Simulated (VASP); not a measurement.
# TiCo3 (Pm-3m) in VASP: notebook, part 2 of 2

VASP 6.6.1. Earlier steps stand in the parts before.

## 3. Vibrations by perturbation theory, LDA (10.88 Å³/atom)

This run uses another cell than the first one, of 10.88 Å³/atom.

The input, INCAR:

```
SYSTEM = TiCo3
ALGO = Normal
EDIFF = 1E-8
ENCUT = 520
IBRION = 8
ISIF = 2
ISMEAR = -1
LASPH = .TRUE.
LCHARG = .FALSE.
LREAL = .FALSE.
LWAVE = .FALSE.
NELM = 100
NSW = 1
PREC = Accurate
SIGMA = 0.15
```

The input, KPOINTS:

```
k-points
0
G
  12 12 12
  0 0 0
```

The input, POSCAR:

```
TiCo3
1.0
    3.5173625410      0.0000000000      0.0000000000
    0.0000000000      3.5173625410      0.0000000000
    0.0000000000      0.0000000000      3.5173625410
Ti Co
1 3
Direct
    0.0000000000      0.0000000000      0.0000000000
    0.0000000000      0.5000000000      0.5000000000
    0.5000000000      0.0000000000      0.5000000000
    0.5000000000      0.5000000000      0.0000000000
```

Potentials or basis: VASP PAW LDA potentials, release 64 (Ti_sv, Co).

On the command line:

```console
> cat potpaw_LDA.64/Ti_sv/POTCAR potpaw_LDA.64/Co/POTCAR > POTCAR
> mpirun -np 1 vasp_std > vasp.out
```

OUTCAR:

```text
SYSTEM = TiCo3
   EDIFF = 1E-8
   ENCUT = 520
   IBRION = 8
   ISIF = 2
   ISMEAR = -1
   LASPH = .TRUE.
   LREAL = .FALSE.
   NELM = 100
   NSW = 1
   PREC = Accurate

 ion  position               nearest neighbor table
   1  0.000  0.000  0.000-   2 2.49   3 2.49   4 2.49   2 2.49   3 2.49   2 2.49   4 2.49   2 2.49
                             3 2.49   4 2.49   3 2.49   4 2.49
   2  0.000  0.500  0.500-   1 2.49   3 2.49   4 2.49   1 2.49   4 2.49   1 2.49   3 2.49   1 2.49
                             3 2.49   4 2.49   4 2.49   3 2.49
   3  0.500  0.000  0.500-   1 2.49   2 2.49   4 2.49   1 2.49   4 2.49   2 2.49   4 2.49   4 2.49
                             1 2.49   2 2.49   1 2.49   2 2.49
   4  0.500  0.500  0.000-   1 2.49   2 2.49   3 2.49   2 2.49   3 2.49   1 2.49   3 2.49   3 2.49
                             1 2.49   2 2.49   2 2.49   1 2.49

  LATTYP: Found a simple cubic cell.
 ALAT       =     3.5173625410

  Lattice vectors:

 A1 = (   3.5173625410,   0.0000000000,   0.0000000000)
 A2 = (   0.0000000000,   3.5173625410,   0.0000000000)
 A3 = (   0.0000000000,   0.0000000000,   3.5173625410)

Analysis of symmetry for initial positions (statically):
=====================================================================
 Subroutine PRICEL returns:
 Original cell was already a primitive cell.

 Routine SETGRP: Setting up the symmetry group for a
 simple cubic supercell.

 Subroutine GETGRP returns: Found 48 space group operations
 (whereof 48 operations were pure point group operations)
 out of a pool of 48 trial point group operations.

The static configuration has the point symmetry O_h .

Analysis of symmetry for dynamics (positions and initial velocities):
=====================================================================
 Subroutine PRICEL returns:
 Original cell was already a primitive cell.

 Routine SETGRP: Setting up the symmetry group for a
 simple cubic supercell.

 Subroutine GETGRP returns: Found 48 space group operations
 (whereof 48 operations were pure point group operations)
 out of a pool of 48 trial point group operations.

The dynamic configuration has the point symmetry O_h .

 Subroutine INISYM returns: Found 48 space group operations
 (whereof 48 operations are pure point group operations),
[... 794 lines left out ...]
 -----------------------------------------------------------------------------
  energy-cutoff  :      520.00
  volume of cell :       43.52
      direct lattice vectors                 reciprocal lattice vectors
     3.517362541  0.000000000  0.000000000     0.284303932  0.000000000  0.000000000
     0.000000000  3.517362541  0.000000000     0.000000000  0.284303932  0.000000000
     0.000000000  0.000000000  3.517362541     0.000000000  0.000000000  0.284303932

 POSITION                                       TOTAL-FORCE (eV/Angst)
 -----------------------------------------------------------------------------------
      0.00000      0.00000      0.00000         0.000000      0.000000      0.000000
      0.00000      1.75868      1.75868         0.000000      0.000000      0.000000
      1.75868      0.00000      1.75868         0.000000      0.000000      0.000000
      1.75868      1.75868      0.00000         0.000000      0.000000      0.000000
 -----------------------------------------------------------------------------------
    total drift:                                0.000000      0.000000      0.000000

  FREE ENERGIE OF THE ION-ELECTRON SYSTEM (eV)
  ---------------------------------------------------
  free  energy   TOTEN  =       -34.5748989058 eV

  energy  without entropy=      -34.1786136195  energy(sigma->0) =      -34.37675626

[... ionic steps 2 to 3 ...]

--------------------------------------- Ionic step        4  -------------------------------------------

------------------------ aborting loop because EDIFF is reached ----------------------------------------

[... ionic steps 5 to 6 ...]

--------------------------------------- Ionic step        7  -------------------------------------------

------------------------ aborting loop because EDIFF is reached ----------------------------------------

--------------------------------------- Ionic step        8  -------------------------------------------

 Free energy of the ion-electron system (eV)
  ---------------------------------------------------
  ---------------------------------------------------
  free energy    TOTEN  =        -0.17084559 eV

  energy without entropy =       -0.17084567

------------------------ aborting loop because EDIFF is reached ----------------------------------------

 INTERNAL STRAIN TENSOR  FOR ION    2  DIRECTION 2   (eV/Angst):
 -----------------------------------------------------------------------------
     0.00536  0.00000  0.00000
     0.00000 -0.01873  0.00000
     0.00000  0.00000  0.01054

 INTERNAL STRAIN TENSOR FOR ION    4 for displacements in x,y,z  (eV/Angst):
          X           Y           Z          XY          YZ          ZX
  --------------------------------------------------------------------------------
  x     0.00000     0.00000     0.00000     0.00000     0.00000     0.00000
  y     0.00000     0.00000     0.00000     0.00000     0.00000     0.00000
  z     0.00000     0.00000     0.00000     0.00000     0.00000     0.00000

 SECOND DERIVATIVES (NOT SYMMETRIZED)
 ------------------------------------
               1X          1Y          1Z          2X          2Y          2Z          3X          3Y          3Z          4X          4Y          4Z
  1X    -8.737087    0.000000    0.000000   -0.131153    0.000000   -0.000000    4.434120   -0.000000    0.000000    4.434120    0.000000    0.000000
  1Y     0.000000   -8.737087    0.000000   -0.000000    4.434120    0.000000    0.000000   -0.131153   -0.000000   -0.000000    4.434120   -0.000000
  1Z     0.000000    0.000000   -8.737087   -0.000000    0.000000    4.434120    0.000000    0.000000    4.434120   -0.000000   -0.000000   -0.131153
  2X    -0.134454    0.000000    0.000000   -7.026071    0.000000   -0.000000    3.580263   -0.000000   -0.000000    3.580263    0.000000   -0.000000
  2Y     0.000000    4.407205    0.000000    0.000000   -9.247322    0.000000    0.000000    3.580241    0.000000    0.000000    1.259876    0.000000
  2Z     0.000000    0.000000    4.407205    0.000000    0.000000   -9.247322    0.000000    0.000000    1.259876    0.000000    0.000000    3.580241
  3X     4.407205    0.000000    0.000000    3.580241    0.000000    0.000000   -9.247322    0.000000    0.000000    1.259876    0.000000    0.000000
  3Y     0.000000   -0.134454    0.000000   -0.000000    3.580263    0.000000    0.000000   -7.026071   -0.000000   -0.000000    3.580263   -0.000000
  3Z     0.000000    0.000000    4.407205    0.000000    0.000000    1.259876    0.000000    0.000000   -9.247322    0.000000    0.000000    3.580241
  4X     4.407205    0.000000    0.000000    3.580241    0.000000    0.000000    1.259876    0.000000    0.000000   -9.247322    0.000000    0.000000
  4Y     0.000000    4.407205    0.000000    0.000000    1.259876    0.000000    0.000000    3.580241    0.000000    0.000000   -9.247322    0.000000
  4Z     0.000000    0.000000   -0.134454   -0.000000   -0.000000    3.580263    0.000000   -0.000000    3.580263   -0.000000   -0.000000   -7.026071

 Eigenvectors and eigenvalues of the dynamical matrix
 ----------------------------------------------------

   1 f  =    8.541736 THz    53.669312 2PiTHz  284.921653 cm-1    35.325767 meV
             X         Y         Z           dx          dy          dz
      0.000000  0.000000  0.000000     0.266452   -0.621973   -0.000000
      0.000000  1.758681  1.758681     0.128300    0.429180    0.000000
      1.758681  0.000000  1.758681    -0.183860   -0.299488   -0.000000
      1.758681  1.758681  0.000000    -0.183860    0.429180    0.000000
[... 71 lines left out ...]
  12 f/i=    0.010118 THz     0.063573 2PiTHz    0.337500 cm-1     0.041845 meV
             X         Y         Z           dx          dy          dz
      0.000000  0.000000  0.000000     0.000000    0.000000   -0.460406
      0.000000  1.758681  1.758681     0.000000    0.000000   -0.512469
      1.758681  0.000000  1.758681    -0.000000    0.000000   -0.512469
      1.758681  1.758681  0.000000     0.000000   -0.000000   -0.512618

--------------------------------------------------------------------------------------------------------

 ELASTIC MODULI CONTR FROM IONIC RELAXATION (kBar)
 Direction    XX          YY          ZZ          XY          YZ          ZX
 --------------------------------------------------------------------------------
 XX           0.0000      0.0000      0.0000      0.0000      0.0000      0.0000
 YY           0.0000      0.0000      0.0000      0.0000      0.0000      0.0000
 ZZ           0.0000      0.0000      0.0000      0.0000      0.0000      0.0000
 XY           0.0000      0.0000      0.0000      0.0000      0.0000      0.0000
 YZ           0.0000      0.0000      0.0000      0.0000      0.0000      0.0000
 ZX           0.0000      0.0000      0.0000      0.0000      0.0000      0.0000
 --------------------------------------------------------------------------------
```

OSZICAR:

```text
N       E                     dE             d eps       ncg     rms          rms(c)
DAV:   1     0.311070877607E+03    0.31107E+03   -0.18201E+04  3872   0.228E+03
DAV:   2    -0.116995796228E+02   -0.32277E+03   -0.31797E+03  3864   0.483E+02
[... 87 lines left out ...]
RMM:  11    -0.170846507416E+00    0.35760E-05   -0.35454E-07 37042   0.231E-03    0.272E-04
RMM:  12    -0.170846019292E+00    0.48812E-06   -0.11689E-07 39575   0.963E-04    0.131E-04
RMM:  13    -0.170845601921E+00    0.41737E-06   -0.11635E-07 38349   0.500E-04    0.290E-05
RMM:  14    -0.170845547218E+00    0.54703E-07   -0.19268E-08 40456   0.256E-04    0.184E-05
RMM:  15    -0.170845583724E+00   -0.36505E-07   -0.10901E-07 38869   0.168E-04    0.792E-06
RMM:  16    -0.170845590051E+00   -0.63272E-08   -0.53251E-08 39949   0.126E-04    0.182E-06
 Linear response finished
```

stdout:

```text
POSCAR found type information on POSCAR TiCo
 POSCAR found :  2 types and       4 ions
 scaLAPACK will be used
 LDA part: xc-table for (Slater(with rela. corr.)+CA(PZ))
 , standard interpolation
 POSCAR, INCAR and KPOINTS ok, starting setup
 FFT: planning ... GRIDC
 FFT: planning ... GRID_SOFT
 FFT: planning ... GRID
 WAVECAR not read
 entering main loop
 Linear response reoptimize wavefunctions to high precision
 Linear response DOF=           3
 Linear response progress:
 first order change of Fermi-energy  -0.93361E-03
 force on displaced ion       1 direction 1 :  -8.737   0.000  -0.000
 Linear response progress:
 first order change of Fermi-energy   0.34237E-02
 force on displaced ion       2 direction 1 :  -7.026  -0.000   0.000
 Linear response progress:
 first order change of Fermi-energy  -0.84332E-03
 force on displaced ion       2 direction 2 :   0.000  -9.247   0.000
 Linear response finished
```

Run time: 12 min. Hardware: 1 thread of Intel Xeon 6975P-C (Granite Rapids), shared host; peak memory 0.75 GiB.

What came out:

```
Highest phonon frequency at Γ : 285 cm⁻¹
```

Phonon frequencies in cm⁻¹ (negative: imaginary):
```
              q point                                frequencies
(0.000, 0.000, 0.000)  0 0 0 194 194 194 220 220 220 285 285 285
```

Caveat: the cell stands under pressure or tension, which shifts response properties; the run has no spin polarisation, though such a crystal can be magnetic. Spin polarisation is off, so any magnetic state and its effect on volume and gap are missing.
